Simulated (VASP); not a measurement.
# Al3Cu2 (P-3m1) in VASP: further runs, part 2 of 2

VASP 6.6.1. Earlier steps stand in the parts before.

### 3 Relaxation of shape and atoms at fixed volume, r2SCAN (13.23 Å³/atom)

This run uses another cell than the first one, of 13.23 Å³/atom.

POSCAR reads:

```
Al3Cu2
1.0
    3.9738840503      0.0000000000      0.0000000000
   -1.9869420252      3.4414845393      0.0000000000
    0.0000000000      0.0000000000      4.8378338486
Al Cu
3 2
Direct
    0.0000000000      0.0000000000      0.0000000000
    0.3333333333      0.6666666667      0.3513314347
    0.6666666667      0.3333333333      0.6486685653
    0.3333333333      0.6666666667      0.8414225142
    0.6666666667      0.3333333333      0.1585774858
```

INCAR.step1 reads:

```
PREC = Accurate
ENCUT = 600
ISMEAR = 0
SIGMA = 0.1
LREAL = F
LASPH = T
NELM = 60
GGA = PE
ALGO = Normal
EDIFF = 1E-4
LWAVE = T
LCHARG = F
```

INCAR.step2 reads:

```
PREC = Accurate
ENCUT = 600
EDIFF = 1E-6
ISMEAR = 0
SIGMA = 0.1
LREAL = F
LASPH = T
NELM = 60
ALGO = Normal
ISIF = 4
LWAVE = F
LCHARG = F
METAGGA = R2SCAN
LMIXTAU = T
IBRION = 2
NSW = 50
EDIFFG = -0.01
ISTART = 1
```

KPOINTS reads:

```
Automatic mesh
0
Gamma
  12 12 8
```

Potentials or basis: VASP PAW PBE potentials, release 64 (Al, Cu).

Command:

```bash
cat potpaw_PBE.64/Al/POTCAR potpaw_PBE.64/Cu/POTCAR > POTCAR
cp INCAR.step1 INCAR
mpirun -np 1 vasp_std > vasp.out
cp INCAR.step2 INCAR
mpirun -np 1 vasp_std > vasp.out
```

OUTCAR:

```text
PREC = Accurate
   ENCUT = 600
   EDIFF = 1E-6
   ISMEAR = 0
   LREAL = F
   LASPH = T
   NELM = 60
   ISIF = 4
   METAGGA = R2SCAN
   IBRION = 2
   NSW = 50
   EDIFFG = -0.01
   ISTART = 1

 ion  position               nearest neighbor table
   1  0.000  0.000  0.000-   4 2.42   5 2.42   5 2.42   4 2.42   5 2.42   4 2.42   2 2.86   3 2.86
                             2 2.86   3 2.86   3 2.86   2 2.86
   2  0.333  0.667  0.351-   4 2.37   4 2.47   5 2.48   5 2.48   5 2.48   3 2.71   3 2.71   3 2.71
                             1 2.86   1 2.86   1 2.86
   3  0.667  0.333  0.649-   5 2.37   5 2.47   4 2.48   4 2.48   4 2.48   2 2.71   2 2.71   2 2.71
                             1 2.86   1 2.86   1 2.86
   4  0.333  0.667  0.841-   2 2.37   1 2.42   1 2.42   1 2.42   2 2.47   3 2.48   3 2.48   3 2.48
                             5 2.76   5 2.76   5 2.76
   5  0.667  0.333  0.159-   3 2.37   1 2.42   1 2.42   1 2.42   3 2.47   2 2.48   2 2.48   2 2.48
                             4 2.76   4 2.76   4 2.76

  LATTYP: Found a hexagonal cell.
 ALAT       =     3.9738840503
 C/A-ratio  =     1.2174068965

  Lattice vectors:

[... 237 lines left out ...]
 cond. band min:       9.4422597174   @ k =   0.2500   0.2500   0.0000
 fundamental gap:      0.0129436418
 Fermi energy:         9.4336307517

 k-point     1 :       0.0000    0.0000    0.0000
  band No.  band energies     occupation
      1      -3.1486      2.00000
      2       2.1955      2.00000
      3       2.8449      2.00000
      4       3.3540      2.00000
      5       3.3541      2.00000
      6       3.7348      2.00000
[... 505 lines left out ...]
      6       3.6605      2.00000
[... 11 lines left out ...]
     18      12.7480      0.00000
     19      13.2240      0.00000

 [... further k-points ...]

------------------------ aborting loop because EDIFF is reached ----------------------------------------

  FORCE on cell =-STRESS in cart. coord.  units (eV):
  Direction    XX          YY          ZZ          XY          YZ          ZX
  --------------------------------------------------------------------------------------
  -------------------------------------------------------------------------------------
  Total        5.5907796      5.5907796      5.5710004     -0.0000000      0.0000000      0.0000000
  in kB      135.3851382    135.3851382    134.9061684     -0.0000000      0.0000000      0.0000000
  external PRESSURE =     135.2254816 kB  Pullay stress =       0.0000000 kB

 VOLUME and BASIS-vectors are now :
 -----------------------------------------------------------------------------
  energy-cutoff  :      600.00
  volume of cell :       66.16
      direct lattice vectors                 reciprocal lattice vectors
     3.972902176 -0.000000000 -0.000000000     0.251705166  0.145322045 -0.000000000
    -1.986451088  3.440634211  0.000000000     0.000000000  0.290644090 -0.000000000
     0.000000000  0.000000000  4.840225416     0.000000000  0.000000000  0.206601948

 POSITION                                       TOTAL-FORCE (eV/Angst)
 -----------------------------------------------------------------------------------
      3.97290     -0.00000     -0.00000         0.000000     -0.000000     -0.000000
     -0.00000      2.29376      1.70179        -0.000000      0.000000      0.009930
      1.98645      1.14688      3.13843        -0.000000     -0.000000     -0.009930
     -0.00000      2.29376      4.07325         0.000000      0.000000      0.009694
      1.98645      1.14688      0.76698        -0.000000     -0.000000     -0.009694
 -----------------------------------------------------------------------------------
    total drift:                               -0.000000      0.000000      0.000000

  FREE ENERGIE OF THE ION-ELECTRON SYSTEM (eV)
  ---------------------------------------------------
  free  energy   TOTEN  =       -42.5668009952 eV

  energy  without entropy=      -42.5617275225  energy(sigma->0) =      -42.56426426

 reached required accuracy - stopping structural energy minimisation
```

OUTCAR.step1:

```text
PREC = Accurate
   ENCUT = 600
   ISMEAR = 0
   LREAL = F
[... 766 lines left out ...]
     -0.00000      2.29432      1.69968         0.000000      0.000000      0.112947
      1.98694      1.14716      3.13815         0.000000     -0.000000     -0.112947
     -0.00000      2.29432      4.07066         0.000000      0.000000     -0.001596
      1.98694      1.14716      0.76717        -0.000000     -0.000000      0.001596
 -----------------------------------------------------------------------------------
    total drift:                               -0.000000      0.000000     -0.000000

  FREE ENERGIE OF THE ION-ELECTRON SYSTEM (eV)
  ---------------------------------------------------
  free  energy   TOTEN  =       -19.0555423161 eV

  energy  without entropy=      -19.0499563991  energy(sigma->0) =      -19.05274936
```

OSZICAR.step1:

```text
N       E                     dE             d eps       ncg     rms          rms(c)
DAV:   1     0.196871906343E+03    0.19687E+03   -0.14176E+04  4978   0.218E+03
DAV:   2    -0.121804681203E+02   -0.20905E+03   -0.20276E+03  4978   0.367E+02
DAV:   3    -0.234772293176E+02   -0.11297E+02   -0.10731E+02  6162   0.116E+02
DAV:   4    -0.238834475509E+02   -0.40622E+00   -0.40293E+00  7672   0.188E+01
DAV:   5    -0.238892067117E+02   -0.57592E-02   -0.57550E-02  6982   0.222E+00    0.203E+01
DAV:   6    -0.258002714791E+02   -0.19111E+01   -0.12502E+02  6162   0.322E+02    0.154E+01
DAV:   7    -0.192016756032E+02    0.65986E+01   -0.27777E+01  6203   0.138E+02    0.255E+00
DAV:   8    -0.191072766746E+02    0.94399E-01   -0.28550E+00  7732   0.365E+01    0.196E+00
DAV:   9    -0.190571597941E+02    0.50117E-01   -0.17803E-01  7701   0.104E+01    0.480E-01
DAV:  10    -0.190586646732E+02   -0.15049E-02   -0.36328E-03  7743   0.109E+00    0.427E-01
DAV:  11    -0.190554724243E+02    0.31922E-02   -0.14169E-02  7087   0.351E+00    0.513E-02
DAV:  12    -0.190555423161E+02   -0.69892E-04   -0.64809E-04  5461   0.278E-01
   1 F= -.19055542E+02 E0= -.19052749E+02  d E =-.558592E-02
```

Wall time 14 min (1 thread of Oxide Virtual Turin-like, shared host); peak memory 0.31 GiB.

What came out:

| Quantity | Value |
| --- | --- |
| Free energy | -42.5668 eV |
| Energy gained by relaxing | 0.0 meV/atom |
| Ionic steps | 2 |
| Pressure after relaxing | 13.5 GPa |
| Largest force after relaxing | 0.010 eV/Å |
| Band gap on the k mesh | zero (an odd number of electrons rules out a gap without spin polarisation) |

Forces on the atoms (eV/Å):
```
Al   0.000  0.000  0.000
Al   0.000  0.000  0.010
Al   0.000  0.000 -0.010
Cu   0.000  0.000  0.010
Cu   0.000  0.000 -0.010
```

Final structure:
```cif
data_structure
_symmetry_space_group_name_H-M 'P 1'
_symmetry_Int_Tables_number 1
_cell_length_a 3.9729
_cell_length_b 3.9729
_cell_length_c 4.8402
_cell_angle_alpha 90.000
_cell_angle_beta 90.000
_cell_angle_gamma 120.000
_cell_volume 66.16
loop_
_atom_site_label
_atom_site_type_symbol
_atom_site_fract_x
_atom_site_fract_y
_atom_site_fract_z
_atom_site_occupancy
Al1 Al 0.00000 0.00000 0.00000 1
Al2 Al 0.33333 0.66667 0.35159 1
Al3 Al 0.66667 0.33333 0.64841 1
Cu1 Cu 0.33333 0.66667 0.84154 1
Cu2 Cu 0.66667 0.33333 0.15846 1
```

Levels at points of the mesh, in eV from the Fermi level:
```tsv
k point	band 13	band 14	band 15	band 16	band 17	band 18
(0.00, 0.00, 0.00)	-4.08	-0.32	-0.32	1.45	1.45	3.40
(0.50, 0.00, 0.00)	-3.55	-3.47	-2.94	-0.74	0.36	0.49
(0.00, 0.00, 0.50)	1.28	1.28	1.28	1.28	1.78	2.78
(0.50, 0.00, 0.50)	-4.63	-3.91	-2.09	-0.24	0.94	1.36
```

Caveat: the PAW data sets were made with another functional, which shifts forces and pressure a little.

The gap in the log of VASP goes by the Fermi energy; the results here count the filled bands.